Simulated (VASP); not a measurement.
Here is a VASP 6.6.1 calculation.

Contents of INCAR:

```
SYSTEM = Li2HfN2
  ALGO = Normal
  EDIFF = 1E-7
  ENCUT = 520
  GGA = CA
  ISIF = 2
  ISMEAR = 0
  LASPH = .True.
  LCHARG = .False.
  LREAL = .False.
  LWAVE = .False.
  NBANDS = 21
  NELM = 100
  PREC = Accurate
  SIGMA = 0.05
```

File KPOINTS:

```
k-points
0
Gamma
  9 9 6
  0 0 0
```

Contents of POSCAR:

```
Li2HfN2
1.0
    3.2371209533      0.0000000000      0.0000000000
   -1.6185604767      2.8034289807     -0.0560685796
    0.0000000000     -0.1084719036      5.4235951800
Li Hf N
2 1 2
Direct
    0.6666666667      0.3333333333      0.3827885700
    0.3333333333      0.6666666667      0.6172114300
    0.0000000000      0.0000000000      0.0000000000
    0.6666666667      0.3333333333      0.7793848600
    0.3333333333      0.6666666667      0.2206151400
```

Potentials or basis: VASP PAW LDA potentials, release 64 (Li_sv, Hf_pv, N).

Run with:

```console
$ cat potpaw_LDA.64/Li_sv/POTCAR potpaw_LDA.64/Hf_pv/POTCAR potpaw_LDA.64/N/POTCAR > POTCAR
$ mpirun -np 1 vasp_std > vasp.out
```

Task: What does it give for the largest force?

Result: 0.349 eV/Å.

Task: Estimate the band gap on the k mesh.

Result: 1.67 eV (least direct gap 2.52 eV).

Forces in eV/Å, atoms in the order of the input:
```
Li   0.000  0.037 -0.073
Li   0.000 -0.037  0.073
Hf   0.000  0.000  0.000
N    0.000 -0.323  0.132
N    0.000  0.323 -0.132
```

Caveat: the cell differs from its parent crystal (strain -0.0400 x Voigt [0, 0, 0, 1, 0, 0]); spin-orbit coupling is left out, which moves the levels of the heavy elements; an odd mesh through Γ misses points on the zone boundary, where band edges can lie.
